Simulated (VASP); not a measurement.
# CsCl (Pm-3m) in VASP: further runs, part 2 of 2

VASP 6.6.1. The steps go on from the part before.

## Step 3: Electric field gradients, PBE (volume scaled by 1.025)

INCAR reads:

```
ALGO = Normal ; EDIFF = 1E-8
ENCUT = 400 ; GGA = PE
GGA_COMPAT = False ; ISIF = 2
ISMEAR = -1 ; LASPH = True
LCHARG = False ; LEFG = True
LREAL = False ; LWAVE = False
NBANDS = 15 ; NELM = 120
PREC = Accurate ; SIGMA = 0.03
```

KPOINTS reads:

```
k-points
0
Gamma
  6 6 6
```

POSCAR reads:

```
CsCl
1.0
    4.1570759255      0.0000000000      0.0000000000
    0.0000000000      4.1570759255      0.0000000000
    0.0000000000      0.0000000000      4.1570759255
Cs Cl
1 1
Direct
    0.0000000000      0.0000000000      0.0000000000
    0.5000000000      0.5000000000      0.5000000000
```

Potentials or basis: VASP PAW PBE potentials, release 64 (Cs_sv, Cl).

Run with:

```
> cat potpaw_PBE.64/Cs_sv/POTCAR potpaw_PBE.64/Cl/POTCAR > POTCAR
> mpirun -np 1 vasp_std > vasp.out
```

OUTCAR:

```text
EDIFF = 1E-8
   ENCUT = 400
   GGA = PE
   ISIF = 2
   ISMEAR = -1
   LASPH = True
   LREAL = False
   NELM = 120
   PREC = Accurate

 ion  position               nearest neighbor table
   1  0.000  0.000  0.000-
   2  0.500  0.500  0.500-

  LATTYP: Found a simple cubic cell.
 ALAT       =     4.1570759255

  Lattice vectors:

 A1 = (   4.1570759255,   0.0000000000,   0.0000000000)
 A2 = (   0.0000000000,   4.1570759255,   0.0000000000)
 A3 = (   0.0000000000,   0.0000000000,   4.1570759255)

Analysis of symmetry for initial positions (statically):
=====================================================================
 Subroutine PRICEL returns:
 Original cell was already a primitive cell.

 Routine SETGRP: Setting up the symmetry group for a
 simple cubic supercell.

 Subroutine GETGRP returns: Found 48 space group operations
 (whereof 48 operations were pure point group operations)
 out of a pool of 48 trial point group operations.

The static configuration has the point symmetry O_h .

Analysis of symmetry for dynamics (positions and initial velocities):
=====================================================================
 Subroutine PRICEL returns:
 Original cell was already a primitive cell.

 Routine SETGRP: Setting up the symmetry group for a
 simple cubic supercell.

 Subroutine GETGRP returns: Found 48 space group operations
 (whereof 48 operations were pure point group operations)
 out of a pool of 48 trial point group operations.

The dynamic configuration has the point symmetry O_h .

 Subroutine INISYM returns: Found 48 space group operations
 (whereof 48 operations are pure point group operations),
 and found     1 'primitive' translations

----------------------------------------------------------------------------------------

                                     Primitive cell

  volume of cell :      71.8396

  direct lattice vectors                    reciprocal lattice vectors
     4.157075926  0.000000000  0.000000000     0.240553701  0.000000000  0.000000000
     0.000000000  4.157075926  0.000000000     0.000000000  0.240553701  0.000000000
     0.000000000  0.000000000  4.157075926     0.000000000  0.000000000  0.240553701

  length of vectors
     4.157075926  4.157075926  4.157075926     0.240553701  0.240553701  0.240553701

  position of ions in fractional coordinates (direct lattice)
     0.000000000  0.000000000  0.000000000
     0.500000000  0.500000000  0.500000000

  ion indices of the primitive-cell ions
   primitive index   ion index
                 1           1
                 2           2

----------------------------------------------------------------------------------------

 KPOINTS: k-points

Automatic generation of k-mesh.
 Grid dimensions read from file:
 generate k-points for:    6    6    6

 Generating k-lattice:

  Cartesian coordinates                     Fractional coordinates (reciprocal lattice)
     0.040092284  0.000000000  0.000000000     0.166666667  0.000000000  0.000000000
[... 72 lines left out ...]
   IMIX   =      4    mixing-type and parameters
     AMIX     =   0.40;   BMIX     =  1.00
     AMIX_MAG =   1.60;   BMIX_MAG =  1.00
  volume/ion in A,a.u.               =      35.92       242.40
  Fermi-wavevector in a.u.,A,eV,Ry     =   0.992339  1.875249 13.398165  0.984737
  Thomas-Fermi vector in A             =   2.124144
   LORBIT       =      0    0 simple, 1 ext, 2 COOP (PROOUT), +10 PAW based schemes
   GGA     = PE    functional components
   LHFCALC =     F    Hartree Fock is set to
   AEXX    =    0.0000 exact exchange contribution
   IVDW    =     0    specifies the selected vdW correction
   LEPSILON=     F    determine dielectric tensor
   LRPA    =     F    only Hartree local field effects (RPA)
 non-spin polarized calculation
  energy-cutoff  :      400.00
  volume of cell :       71.84
 maximum number of plane-waves:      1328
 NGX is ok and might be reduce to    28
   NGX = 13   NGY = 13   NGZ = 13

 number of electron      16.0000001 magnetization

 Free energy of the ion-electron system (eV)
  ---------------------------------------------------
  ext. energy  EPLUGINS =         0.00000000
  ---------------------------------------------------
  free energy    TOTEN  =        -6.53601596 eV

  energy without entropy =       -6.53601596  energy(sigma->0) =       -6.53601596

 E-fermi :   0.2493     XC(G=0):  -8.1452

 val. band max:       -0.4435704570   @ k =   0.0000   0.0000   0.0000
 cond. band min:       4.7043506814   @ k =   0.0000   0.0000   0.0000
 fundamental gap:      5.1479211384
 Fermi energy:         0.2493496592

 k-point     1 :       0.0000    0.0000    0.0000
  band No.  band energies     occupation
      1     -19.8580      2.00000
      2     -12.5905      2.00000
      3      -6.3629      2.00000
      4      -6.3629      2.00000
      5      -6.3629      2.00000
      6      -0.4436      2.00000
      7      -0.4436      2.00000
      8      -0.4436      2.00000
      9       4.7044      0.00000
     10       4.9709      0.00000
     11       4.9709      0.00000
     12       9.4945      0.00000
     13       9.4945      0.00000
     14       9.4945      0.00000
[... 329 lines left out ...]
      2     -12.4323      2.00000
      3      -6.8652      2.00000
      4      -6.8652      2.00000
      5      -6.8652      2.00000
      6      -1.4796      2.00000
      7      -1.4796      2.00000
      8      -1.4796      2.00000
      9       7.9429      0.00000
     10       7.9429      0.00000
     11       7.9429      0.00000
     12       9.9413      0.00000
     13       9.9413      0.00000
     14       9.9413      0.00000
     15      11.8189      0.00000

------------------------ aborting loop because EDIFF is reached ----------------------------------------

  FORCE on cell =-STRESS in cart. coord.  units (eV):
  Direction    XX          YY          ZZ          XY          YZ          ZX
  --------------------------------------------------------------------------------------
  -------------------------------------------------------------------------------------
  Total        0.2551974      0.2551974      0.2551974      0.0000000      0.0000000     -0.0000000
  in kB        5.6914502      5.6914502      5.6914502      0.0000000      0.0000000     -0.0000000
  external PRESSURE =       5.6914502 kB  Pullay stress =       0.0000000 kB

 VOLUME and BASIS-vectors are now :
 -----------------------------------------------------------------------------
  energy-cutoff  :      400.00
  volume of cell :       71.84
      direct lattice vectors                 reciprocal lattice vectors
     4.157075926  0.000000000  0.000000000     0.240553701  0.000000000  0.000000000
     0.000000000  4.157075926  0.000000000     0.000000000  0.240553701  0.000000000
     0.000000000  0.000000000  4.157075926     0.000000000  0.000000000  0.240553701

 POSITION                                       TOTAL-FORCE (eV/Angst)
 -----------------------------------------------------------------------------------
      0.00000      0.00000      0.00000         0.000000      0.000000      0.000000
      2.07854      2.07854      2.07854         0.000000      0.000000      0.000000
 -----------------------------------------------------------------------------------
    total drift:                                0.000000      0.000000      0.000000

  FREE ENERGIE OF THE ION-ELECTRON SYSTEM (eV)
  ---------------------------------------------------
  free  energy   TOTEN  =        -6.5360159615 eV

  energy  without entropy=       -6.5360159615  energy(sigma->0) =       -6.53601596

 Electric field gradients (V/A^2)
---------------------------------------------------------------------
 ion       V_xx      V_yy      V_zz      V_xy      V_xz      V_yz
---------------------------------------------------------------------
   1      -0.000    -0.000     0.000     0.000     0.000    -0.000
   2      -0.000     0.000     0.000     0.000     0.000     0.000
---------------------------------------------------------------------

 Electric field gradients after diagonalization (V/A^2)
 (convention: |V_zz| > |V_xx| > |V_yy|)
----------------------------------------------------------------------
 ion       V_xx      V_yy      V_zz     asymmetry (V_yy - V_xx)/ V_zz
----------------------------------------------------------------------
   1      -0.000    -0.000     0.000       0.059
   2       0.000    -0.000     0.000      -0.211
----------------------------------------------------------------------

           NMR quadrupolar parameters

 Cq : quadrupolar parameter    Cq=e*Q*V_zz/h
 eta: asymmetry parameters     (V_yy - V_xx)/ V_zz
 Q  : nuclear electric quadrupole moment in mb (millibarn)
----------------------------------------------------------------------
 ion       Cq(MHz)       eta       Q (mb)
----------------------------------------------------------------------
   1       0.000       0.059       1.000
   2       0.000      -0.211       1.000
----------------------------------------------------------------------
```

Run time: 12 s. Hardware: 1 thread of Intel Xeon Platinum 8259CL at 2.50GHz (Skylake/Cascade Lake), shared host; peak memory 0.15 GiB.

What came out:

| Item | Value |
| --- | --- |
| Free energy | -6.5360 eV |
| Pressure | 0.6 GPa |
| Band gap on the k mesh | 5.15 eV, direct |

Caveat: without QUAD_EFG the Cq values of the log hold for a quadrupole moment of 1 mb, not for the nuclei; spin-orbit coupling is left out, which moves the levels of the heavy elements.
